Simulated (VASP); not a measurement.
# FePt (P4/mmm) in VASP: relaxation of cell and atoms with PBE

Aim: the relaxation of cell and atoms of FePt with PBE.

All numbers are computed with VASP 6.6.1; they aren't measurements. Logs are shortened: lines on timing, memory, paths and dates and some standing lists are left out, and cuts for length are marked.

## 1. The cell of the first run

The structure is tetragonal, space group P4/mmm (No. 123). The conventional cell has a = 2.726 Å, b = 2.726 Å, c = 3.763 Å, α = 90.00°, β = 90.00°, γ = 90.00°. Fe (site symmetry 4/mmm) has 8 Pt at 2.69 Å and 4 Fe at 2.73 Å within 3.6 Å. Within 3.6 Å of Pt (site symmetry 4/mmm) lie 8 Fe at 2.69 Å and 4 Pt at 2.73 Å.

## 2. Relaxation of cell and atoms, PBE, collinear spin, ferromagnetic start

Contents of INCAR:

```
  ALGO = Normal
  EDIFF = 1E-7
  EDIFFG = -0.01
  ENCUT = 600
  GGA = PE
  GGA_COMPAT = False
  IBRION = 2
  ISIF = 3
  ISMEAR = 0
  ISPIN = 2
  KPAR = 4
  LASPH = True
  LCHARG = False
  LMAXMIX = 4
  LORBIT = 11
  LREAL = False
  LWAVE = False
  MAGMOM = 3.25 0.43
  NELM = 200
  NELMIN = 4
  NSW = 100
  PREC = Accurate
  SIGMA = 0.1
```

Contents of KPOINTS:

```
k-points
0
Gamma
  20 20 14
```

Contents of POSCAR:

```
FePt
1.0
    2.7263731333      0.0000000000      0.0000000000
    0.0000000000      2.7263731333      0.0000000000
    0.0000000000      0.0000000000      3.7633107157
Fe Pt
1 1
Direct
    0.5000000000      0.5000000000      0.5000000000
    0.0000000000      0.0000000000      0.0000000000
```

Potentials or basis: VASP PAW PBE potentials, release 64 (Fe, Pt).

The run is started by

```
$ cat potpaw_PBE.64/Fe/POTCAR potpaw_PBE.64/Pt/POTCAR > POTCAR
$ mpirun -np 4 vasp_std > vasp.out
```

OUTCAR:

```text
EDIFF = 1E-7
   EDIFFG = -0.01
   ENCUT = 600
   GGA = PE
   IBRION = 2
   ISIF = 3
   ISMEAR = 0
   ISPIN = 2
   LASPH = True
   LORBIT = 11
   LREAL = False
   NELM = 200
   NELMIN = 4
   NSW = 100
   PREC = Accurate

 ion  position               nearest neighbor table
   1  0.500  0.500  0.500-   2 2.69   2 2.69   2 2.69   2 2.69   2 2.69   2 2.69   2 2.69   2 2.69

   2  0.000  0.000  0.000-   1 2.69   1 2.69   1 2.69   1 2.69   1 2.69   1 2.69   1 2.69   1 2.69

  LATTYP: Found a simple tetragonal cell.
 ALAT       =     2.7263731333
 C/A-ratio  =     1.3803359011

  Lattice vectors:

 A1 = (   2.7263731333,   0.0000000000,   0.0000000000)
 A2 = (   0.0000000000,   2.7263731333,   0.0000000000)
 A3 = (   0.0000000000,   0.0000000000,   3.7633107157)

Analysis of symmetry for initial positions (statically):
=====================================================================
 Subroutine PRICEL returns:
 Original cell was already a primitive cell.

 Routine SETGRP: Setting up the symmetry group for a
 simple tetragonal supercell.

 Subroutine GETGRP returns: Found 16 space group operations
 (whereof 16 operations were pure point group operations)
 out of a pool of 16 trial point group operations.

The static configuration has the point symmetry D_4h.

Analysis of symmetry for dynamics (positions and initial velocities):
=====================================================================
 Subroutine PRICEL returns:
 Original cell was already a primitive cell.

 Routine SETGRP: Setting up the symmetry group for a
 simple tetragonal supercell.

 Subroutine GETGRP returns: Found 16 space group operations
 (whereof 16 operations were pure point group operations)
 out of a pool of 16 trial point group operations.

The dynamic configuration has the point symmetry D_4h.

Analysis of structural, dynamic, and magnetic symmetry:
=====================================================================
 Subroutine PRICEL returns:
 Original cell was already a primitive cell.

 Routine SETGRP: Setting up the symmetry group for a
 simple tetragonal supercell.

 Subroutine GETGRP returns: Found 16 space group operations
 (whereof 16 operations were pure point group operations)
 out of a pool of 16 trial point group operations.

The overall configuration has the point symmetry D_4h.

 Subroutine INISYM returns: Found 16 space group operations
 (whereof 16 operations are pure point group operations),
 and found     1 'primitive' translations

----------------------------------------------------------------------------------------

                                     Primitive cell

  volume of cell :      27.9731

  direct lattice vectors                    reciprocal lattice vectors
     2.726373133  0.000000000  0.000000000     0.366787652  0.000000000  0.000000000
     0.000000000  2.726373133  0.000000000     0.000000000  0.366787652  0.000000000
     0.000000000  0.000000000  3.763310716     0.000000000  0.000000000  0.265723475

  length of vectors
     2.726373133  2.726373133  3.763310716     0.366787652  0.366787652  0.265723475

  position of ions in fractional coordinates (direct lattice)
     0.500000000  0.500000000  0.500000000
     0.000000000  0.000000000  0.000000000

  ion indices of the primitive-cell ions
   primitive index   ion index
                 1           1
                 2           2

----------------------------------------------------------------------------------------

 KPOINTS: k-points

Automatic generation of k-mesh.
 Grid dimensions read from file:
 generate k-points for:   20   20   14

 Generating k-lattice:

  Cartesian coordinates                     Fractional coordinates (reciprocal lattice)
     0.018339383  0.000000000  0.000000000     0.050000000  0.000000000  0.000000000
     0.000000000  0.018339383  0.000000000     0.000000000  0.050000000  0.000000000
     0.000000000  0.000000000  0.018980248     0.000000000  0.000000000  0.071428571

  Length of vectors
     0.018339383  0.018339383  0.018980248

  Shift w.r.t. Gamma in fractional coordinates (k-lattice)
     0.000000000  0.000000000  0.000000000

 Subroutine IBZKPT returns following result:
 ===========================================

 Found    528 irreducible k-points:

 Following reciprocal coordinates:
            Coordinates               Weight
  0.000000  0.000000  0.000000      1.000000
  0.050000  0.000000  0.000000      4.000000
  0.100000  0.000000  0.000000      4.000000
  0.150000  0.000000  0.000000      4.000000
  0.200000  0.000000  0.000000      4.000000
  0.250000  0.000000  0.000000      4.000000
[... 16 lines left out ...]
  0.150000  0.100000  0.000000      8.000000
  0.200000  0.100000  0.000000      8.000000
 [... further k-points ...]
   k-points           NKPTS =    528   k-points in BZ     NKDIM =    528   number of bands    NBANDS=     15
   number of dos      NEDOS =    301   number of ions     NIONS =      2
   total plane-waves  NPLWV =  17280
   dimension x,y,z NGX =    24 NGY =   24 NGZ =   30
   dimension x,y,z NGXF=    48 NGYF=   48 NGZF=   60
   ions per type =               1   1
   NGX,Y,Z   is equivalent  to a cutoff of  14.63, 14.63, 13.25 a.u.
   NGXF,Y,Z  is equivalent  to a cutoff of  29.27, 29.27, 26.51 a.u.
 SYSTEM =  unknown system
   PREC   = accura    normal or accurate (medium, high low for compatibility)
   ISTART =      0    job   : 0-new  1-cont  2-samecut
   ICHARG =      2    charge: 1-file 2-atom 10-const
   ISPIN  =      2    spin polarized calculation?
   LNONCOLLINEAR =      F non collinear calculations
   LSORBIT =      F    spin-orbit coupling
   LASPH  =      T    aspherical Exc in radial PAW
   ENCUT  =  600.0 eV  44.10 Ry    6.64 a.u.   5.45  5.45  7.52*2*pi/ulx,y,z
   NELM   =    200;   NELMIN=  4; NELMDL= -5     # of ELM steps
   EDIFF  = 0.1E-06   stopping-criterion for ELM
   LREAL  =      F    real-space projection
   EDIFFG = -.1E-01   stopping-criterion for IOM
   NSW    =    100    number of steps for IOM
   IBRION =      2    ionic relax: 0-MD 1-quasi-New 2-CG
   NFREE  =      1    steps in history (QN), initial steepest desc. (CG)
   ISIF   =      3    stress and relaxation
   ISYM   =      2    0-nonsym 1-usesym 2-fastsym
   POTIM  = 0.5000    time-step for ionic-motion
   TEBEG  =    0.0;   TEEND  =   0.0 temperature during run
   PSTRESS=    0.0 pullay stress
   NELECT =      18.0000    total number of electrons
   NUPDOWN=      -1.0000    fix difference up-down
   EMIN   =  10.00;   EMAX   =-10.00  energy-range for DOS
   EFERMI =   0.00;   METHOD = LEGACY
   ISMEAR =     0;   SIGMA  =   0.10  broadening in eV -4-tet -1-fermi 0-gaus
   EFERMI_NEDOS =   21; number of points for ismear=-14 and -15
   IALGO  =     38    algorithm
   IMIX   =      4    mixing-type and parameters
     AMIX     =   0.40;   BMIX     =  1.00
     AMIX_MAG =   1.60;   BMIX_MAG =  1.00
  volume/ion in A,a.u.               =      13.99        94.39
  Fermi-wavevector in a.u.,A,eV,Ry     =   1.413358  2.670859 27.178728  1.997580
  Thomas-Fermi vector in A             =   2.535012
   LORBIT       =     11    0 simple, 1 ext, 2 COOP (PROOUT), +10 PAW based schemes
   GGA     = PE    functional components
   LHFCALC =     F    Hartree Fock is set to
   AEXX    =    0.0000 exact exchange contribution
   IVDW    =     0    specifies the selected vdW correction
   LEPSILON=     F    determine dielectric tensor
   LRPA    =     F    only Hartree local field effects (RPA)
 conjugate gradient relaxation of ions
 spin polarized calculation
 Gauss-broadening in eV      SIGMA  =   0.10
  energy-cutoff  :      600.00
  volume of cell :       27.97
 maximum number of plane-waves:       951
 NGX is ok and might be reduce to    24
   NGX = 11   NGY = 11   NGZ = 15

--------------------------------------- Ionic step        1  -------------------------------------------

 number of electron      17.9999999 magnetization       3.2862259

 Free energy of the ion-electron system (eV)
  ---------------------------------------------------
  ext. energy  EPLUGINS =         0.00000000
  ---------------------------------------------------
  free energy    TOTEN  =       -14.80960860 eV

  energy without entropy =      -14.80339588  energy(sigma->0) =      -14.80650224

------------------------ aborting loop because EDIFF is reached ----------------------------------------

  FORCE on cell =-STRESS in cart. coord.  units (eV):
  Direction    XX          YY          ZZ          XY          YZ          ZX
  --------------------------------------------------------------------------------------
  -------------------------------------------------------------------------------------
  Total        0.0225170      0.0225170      0.0218195      0.0000000      0.0000000      0.0000000
  in kB        1.2896770      1.2896770      1.2497268      0.0000000      0.0000000      0.0000000
  external PRESSURE =       1.2763603 kB  Pullay stress =       0.0000000 kB

 VOLUME and BASIS-vectors are now :
 -----------------------------------------------------------------------------
  energy-cutoff  :      600.00
  volume of cell :       27.97
      direct lattice vectors                 reciprocal lattice vectors
     2.726373133  0.000000000  0.000000000     0.366787652  0.000000000  0.000000000
     0.000000000  2.726373133  0.000000000     0.000000000  0.366787652  0.000000000
     0.000000000  0.000000000  3.763310716     0.000000000  0.000000000  0.265723475
[... 37 lines left out ...]
 POSITION                                       TOTAL-FORCE (eV/Angst)
 -----------------------------------------------------------------------------------
      1.36393      1.36393      1.88265         0.000000      0.000000      0.000000
      0.00000      0.00000      0.00000         0.000000      0.000000      0.000000
 -----------------------------------------------------------------------------------
    total drift:                                0.000000      0.000000     -0.000000

  FREE ENERGIE OF THE ION-ELECTRON SYSTEM (eV)
  ---------------------------------------------------
  free  energy   TOTEN  =       -14.8095950690 eV

  energy  without entropy=      -14.8033474070  energy(sigma->0) =      -14.80647124

--------------------------------------- Ionic step        3  -------------------------------------------

 number of electron      17.9999999 magnetization       3.2871064

 Free energy of the ion-electron system (eV)
  ---------------------------------------------------
  ext. energy  EPLUGINS =         0.00000000
  ---------------------------------------------------
  free energy    TOTEN  =       -14.80961434 eV

  energy without entropy =      -14.80338920  energy(sigma->0) =      -14.80650177

 E-fermi :   8.4945     XC(G=0): -12.9757

 val. band max:        8.4932298380   @ k =   0.0000   0.0000   0.2143
 cond. band min:       8.4991101448   @ k =   0.4000   0.1000   0.4286
 fundamental gap:      0.0058803069
 Fermi energy:         8.4945152753

 spin component 1

 k-point     1 :       0.0000    0.0000    0.0000
  band No.  band energies     occupation
      1      -0.9721      1.00000
      2       2.2520      1.00000
      3       2.4321      1.00000
      4       5.1161      1.00000
      5       5.1161      1.00000
      6       5.5654      1.00000
      7       6.4014      1.00000
      8       6.5279      1.00000
      9       7.9819      1.00000
     10       8.0718      1.00000
     11       8.0718      1.00000
     12      10.6336      0.00000
     13      17.9052      0.00000
     14      20.2153      0.00000
     15      20.2153      0.00000
[... 397 lines left out ...]
 k-point    24 :       0.2000    0.1000    0.0000
  band No.  band energies     occupation
      1       0.2516      1.00000
      2       2.8773      1.00000
      3       3.2618      1.00000
      4       4.5705      1.00000
      5       5.4955      1.00000
      6       5.7976      1.00000
      7       5.9560      1.00000
      8       6.1003      1.00000
      9       6.6762      1.00000
     10       7.0278      1.00000
     11       7.9319      1.00000
     12      13.8284      0.00000
     13      16.2297      0.00000
     14      18.1270      0.00000
     15      20.3780      0.00000

 [... further k-points ...]

 spin component 2

 k-point     1 :       0.0000    0.0000    0.0000
  band No.  band energies     occupation
      1      -0.8417      1.00000
      2       2.8119      1.00000
      3       2.8234      1.00000
      4       6.2112      1.00000
      5       6.2112      1.00000
      6       7.6974      1.00000
      7       7.7938      1.00000
      8       9.0550      0.00000
      9      10.1612      0.00000
     10      10.1613      0.00000
     11      10.1956      0.00000
     12      10.8125      0.00000
     13      18.7518      0.00000
     14      20.5054      0.00000
     15      20.5054      0.00000
[... 436 lines left out ...]
 POSITION                                       TOTAL-FORCE (eV/Angst)
 -----------------------------------------------------------------------------------
      1.36343      1.36343      1.88198         0.000000      0.000000      0.000000
      0.00000      0.00000      0.00000         0.000000      0.000000      0.000000
 -----------------------------------------------------------------------------------
    total drift:                                0.000000      0.000000     -0.000000

  FREE ENERGIE OF THE ION-ELECTRON SYSTEM (eV)
  ---------------------------------------------------
  free  energy   TOTEN  =       -14.8096143379 eV

  energy  without entropy=      -14.8033892016  energy(sigma->0) =      -14.80650177

 reached required accuracy - stopping structural energy minimisation

 total charge

# of ion       s       p       d       tot
------------------------------------------
    1        0.404   0.439   6.113   6.956
    2        0.709   0.649   8.048   9.406
--------------------------------------------------
tot          1.112   1.088  14.161  16.362

 magnetization (x)

# of ion       s       p       d       tot
------------------------------------------
    1        0.005  -0.007   2.944   2.942
    2       -0.025  -0.067   0.418   0.326
--------------------------------------------------
tot         -0.020  -0.074   3.362   3.267
```

Wall time 4 min (4 MPI ranks of Intel Xeon Platinum 8259CL at 2.50GHz (Skylake/Cascade Lake), shared host); peak memory 0.54 GiB.

What came out:

| Item | Value |
| --- | --- |
| Free energy | -14.8096 eV |
| Relaxed volume | 13.99 Å³/atom |
| Relaxed cell | a = 2.727 Å, b = 2.727 Å, c = 3.764 Å, α = 90.00°, β = 90.00°, γ = 90.00° |
| Space group after relaxing (to 0.05 Å) | P4/mmm (No. 123) |
| Energy gained by relaxing | 0.0 meV/atom |
| Ionic steps | 3 |
| Pressure after relaxing | 0.0 GPa |
| Net moment | 3.29 μB per cell |
| Site moments | Fe +2.94; Pt +0.33 μB |
| Valence electrons inside the program's atomic spheres | Fe 6.96; Pt 9.41 |

Final structure:
```
CELL_PARAMETERS angstrom
2.72686 0.00000 0.00000
0.00000 2.72686 0.00000
0.00000 0.00000 3.76397
ATOMIC_POSITIONS crystal
Fe 0.50000 0.50000 0.50000
Pt 0.00000 0.00000 0.00000
```

Caveat: spin-orbit coupling is left out, which moves the levels of the heavy elements.
